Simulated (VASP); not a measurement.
## KZnF3: single point with LDA

The system is KZnF3.

```xyz
5
Lattice="4.1033 0.0000 0.0000 0.0000 4.1033 0.0000 0.0000 0.0000 4.1033" Properties=species:S:1:pos:R:3 pbc="T T T"
Zn    2.0516    2.0516    2.0516
K     0.0000    0.0000    0.0000
F     2.0516    0.0000    2.0516
F     0.0000    2.0516    2.0516
F     2.0516    2.0516    0.0000
```

| Property | Result |
| --- | --- |
| Program | VASP 6.6.1 |
| Task | single point |
| Functional | LDA |
| Potentials or basis | VASP PAW LDA potentials, release 64 (Zn, K_sv, F) |
| Cutoff | 520 eV |
| k mesh | 7 × 7 × 7 |
| Occupations | fermi-dirac, width 0.05 eV |
| Spin | no spin polarisation |
| Dipole correction | no |
| Further INCAR settings | ALGO = Normal; EDIFF = 1e-06; NBANDS = 29 |

The pressure is -7.0 GPa and the band gap on the k mesh is 3.60 eV, indirect (least direct gap 5.07 eV).

Levels at points of the mesh, in eV from the valence-band top:
```csv
k point,band 19,band 20,band 21,band 22,band 23,band 24
"(0.00, 0.00, 0.00)",-1.47,-1.47,-1.47,3.60,8.74,8.74
```

Run time: 14 s on 1 thread of Intel(R) Xeon(R) 6975P-C (Granite Rapids), with other jobs on the host, peak memory 0.17 GiB.

A k mesh can miss the band edges. A hybrid or GW would open this gap; LDA tends to underestimate it.
